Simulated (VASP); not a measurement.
Wanted: the native input for a VASP 6.6.1 run.

```yaml
Task: relaxation of cell and atoms
Functional: PBEsol
Potentials_or_basis: VASP PAW PBE potentials, release 64 (Cs_sv)
Cutoff: 500 eV
k_mesh: 4 × 4 × 4
Occupations: fermi-dirac, width 0.1 eV
Spin: no spin polarisation
Dipole_correction: no
Further_INCAR_settings: ALGO = Normal; EDIFF = 1e-07; IBRION = 2; EDIFFG = -0.02; NSW = 80; ISIF = 3
```

The structure of Cs lies in POSCAR:

```
Cs
1.0
    0.0000000000      5.2550000000      5.2550000000
    5.2550000000      0.0000000000      5.2550000000
    5.2550000000      5.2550000000      0.0000000000
Cs
2
Direct
    1.0000000000      1.0000000000      1.0000000000
    0.2500000000      0.2500000000      0.2500000000
```

This isn't the form of Cs at room conditions, which is bcc.

One way to write it, as run:

INCAR

```
SYSTEM = Cs
ALGO = Normal ; EDIFF = 1E-7
EDIFFG = -0.02 ; ENCUT = 500
GGA = PS ; GGA_COMPAT = .False.
IBRION = 2 ; ISIF = 3
ISMEAR = -1 ; LASPH = .True.
LCHARG = .False. ; LREAL = .False.
LWAVE = .False. ; NELM = 120
NELMIN = 4 ; NSW = 80
PREC = Accurate ; SIGMA = 0.1
```

KPOINTS

```
k-points
0
Gamma
  4 4 4
  0 0 0
```

Potentials or basis: VASP PAW PBE potentials, release 64 (Cs_sv).

Run with:

```sh
$ cat potpaw_PBE.64/Cs_sv/POTCAR > POTCAR
$ mpirun -np 1 vasp_std > vasp.out
```

Results of the run:

```json
{
  "Relaxed volume": "169.39 Å³/atom",
  "Relaxed cell": "a = 7.825 Å, b = 7.825 Å, c = 7.825 Å, α = 60.00°, β = 60.00°, γ = 60.00°",
  "Space group after relaxing (to 0.1 Å)": "Fd-3m (No. 227)",
  "Energy gained by relaxing": "8.0 meV/atom",
  "Ionic steps": "4",
  "Pressure after relaxing": "0.0 GPa",
  "Band gap on the k mesh": "zero (bands 9 and 10 overlap by 0.12 eV)"
}
```

Caveat: the volume moved by over 15 % at a fixed basis, so the end points are rough; the PAW data sets were made with another functional, which shifts forces and pressure a little; spin-orbit coupling is left out, which moves the levels of the heavy elements.

It took 3.5 min on 1 thread of Intel(R) Xeon(R) Platinum 8375C CPU @ 2.90GHz (Ice Lake), with other jobs on the host, peak memory 0.39 GiB.
